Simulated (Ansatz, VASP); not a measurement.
One calculation of Ta2N, two programs

```
CELL_PARAMETERS angstrom
3.25620 0.00000 0.00000
-1.62810 2.81995 0.00000
0.00000 0.00000 4.88189
ATOMIC_POSITIONS crystal
Ta 0.66667 0.33333 0.74491
Ta 0.33333 0.66667 0.25509
N 0.00000 0.00000 0.00000
```

Change from the starting cell: strain +0.050 along x and y, +0.000 along z, atoms carried along.

Alike in both runs: task single point; functional PBE; k mesh 18 × 18 × 10; occupations gaussian, width 0.15 eV; no spin polarisation.

|  | VASP | Ansatz |
| --- | --- | --- |
| version | VASP 6.6.1 | Ansatz 0.2.0 |
| potentials or method | VASP PAW PBE potentials, release 64 (Ta_pv, N), cutoff 520 eV | scalar-relativistic, plane waves, PAW |
| valence electrons in the cell | 27 | 31 |

Ansatz gave:

```
gap on the k mesh at the Fermi level (eV)                     : none
pressure (GPa)                                                : -21.8
traceless stress, the component that is largest in VASP (GPa) : 5.28
rms of the force components (eV/Å)                            : 0.350
```

Q: What did VASP give for the same quantities?

A: gap on the k mesh at the Fermi level (eV): none; pressure (GPa): -21.6; traceless stress, the component that is largest in VASP (GPa): 5.22; rms of the force components (eV/Å): 0.334.

Atom by atom the forces differ by 0.016 eV/Å (rms over components). A gap of «none» marks a metal or a gap that the smearing closes. VASP's potentials hold 27 valence electrons a cell and Ansatz's 31, so a difference there can come from the potentials and not from the codes.

Spin-orbit coupling is off throughout.
